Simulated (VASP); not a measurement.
Set up this calculation in VASP 6.6.1, as the native input.

```
Task                   : single point
Functional             : PBE
Potentials or basis    : VASP PAW PBE potentials, release 64 (Ni, O)
Cutoff                 : 520 eV
k mesh                 : 9 × 9 × 9
Occupations            : fermi-dirac, width 0.05 eV
Spin                   : collinear spin, ferromagnetic start
Starting moments       : [0.5, 0.0] μB
Fixed moment           : 0.5 μB
Dipole correction      : no
Further INCAR settings : ALGO = Normal; EDIFF = 1e-07; NBANDS = 19
```

The structure of NiO lies in POSCAR:

```
NiO
1.0
    2.5046153800      0.0000000000      0.0000000000
    0.0000000000      2.5046153800      0.0000000000
    0.0000000000      0.0000000000      2.5046153800
Ni O
1 1
Direct
    0.0000000000      0.0000000000      0.0000000000
    0.5000000000      0.5000000000      0.5000000000
```

These files were run (other wordings do the same):

INCAR

```
PREC = Accurate
ENCUT = 520
EDIFF = 1E-7
ISMEAR = -1
SIGMA = 0.05
LREAL = False
LASPH = True
NELM = 150
ALGO = Normal
ISIF = 2
LWAVE = False
LCHARG = False
ISPIN = 2
MAGMOM = 0.5 0
LORBIT = 11
NUPDOWN = 0.5
LMAXMIX = 4
GGA = PE
NBANDS = 19
```

KPOINTS

```
regular mesh
0
Gamma
  9 9 9
```

Potentials or basis: VASP PAW PBE potentials, release 64 (Ni, O).

Launch:

```sh
$ cat potpaw_PBE.64/Ni/POTCAR potpaw_PBE.64/O/POTCAR > POTCAR
$ mpirun -np 1 vasp_std > vasp.out
```

Results of the run:

- Pressure: 24.5 GPa
- Net moment: 0.50 μB per cell
- Site moments: Ni +0.39; O +0.10 μB
- Valence electrons inside the program's atomic spheres: Ni 9.18; O 4.92

Caveat: the total moment is fixed, so each spin has its own Fermi level; a cell with one magnetic atom can't hold antiferromagnetic order, which such compounds often take.

Run time: 38 s on 1 thread of Intel Xeon 8259CL, on a shared host, peak memory 0.14 GiB.
